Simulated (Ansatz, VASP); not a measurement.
Fe in VASP and in Ansatz

INCAR

```
SYSTEM = Fe
  PREC = Accurate
  ENCUT = 520
  EDIFF = 1E-6
  ISMEAR = -1
  SIGMA = 0.05
  LREAL = .False.
  LASPH = .True.
  NELM = 150
  ALGO = Normal
  ISIF = 2
  LWAVE = .False.
  LCHARG = .True.
  ISPIN = 2
  MAGMOM = 3
  LORBIT = 11
  LMAXMIX = 4
  GGA = PE
  LELF = .True.
  LVHAR = .True.
  NBANDS = 14
```

KPOINTS

```
Automatic mesh
0
Gamma
  12 12 12
  0 0 0
```

File POSCAR:

```
Fe
1.0
    0.0000000000      1.8636234232      1.8636234232
    1.8636234232      0.0000000000      1.8636234232
    1.8636234232      1.8636234232      0.0000000000
Fe
1
Direct
    0.0000000000      0.0000000000      0.0000000000
```

File input.yaml:

```yaml
crystal:
  lattice:
    - [0.0, 1.8636234232, 1.8636234232]
    - [1.8636234232, 0.0, 1.8636234232]
    - [1.8636234232, 1.8636234232, 0.0]
  atoms:
    - { symbol: Fe, position: [0.0, 0.0, 0.0], spin: 3.0 }
kpoints:
  mp_grid: { grid: [12, 12, 12] }
scf:
  occupations: { method: fermi_dirac, width: 0.05 }
hamiltonian:
  xc: pbe
  pseudopotentials: { kind: all_electron, lapw: { basis_error: 0.0005 } }
magnetization:
  spin_polarized: true
output:
  forces: true
  stress: true
  eigenvalues: true
```

Change from the starting cell: volume scaled by 1.06.

Alike in both runs: task single point; functional PBE; k mesh 12 × 12 × 12; occupations fermi-dirac, width 0.05 eV; collinear spin.

|  | VASP | Ansatz |
| --- | --- | --- |
| version | VASP 6.6.1 | Ansatz 0.2.0 |
| potentials or method | VASP PAW PBE potentials, release 64 (Fe), cutoff 520 eV | all-electron LAPW, scalar-relativistic |

|  | VASP | Ansatz | Ansatz less VASP |
| --- | --- | --- | --- |
| gap on the k mesh at the Fermi level (eV) | none | none | - |
| pressure (GPa) | -9.7 | -9.6 | +0.05 |
| net moment per atom (μB) | 2.70 | 2.70 | +0.002 |
| size of the moment on the site where the two differ most (μB) | 2.71 | 2.76 | +0.047 |

Site moments also hang on the region over which each program counts them. A gap of «none» marks a metal or a gap that the smearing closes. Ansatz ran all-electron here, and VASP with PAW potentials.
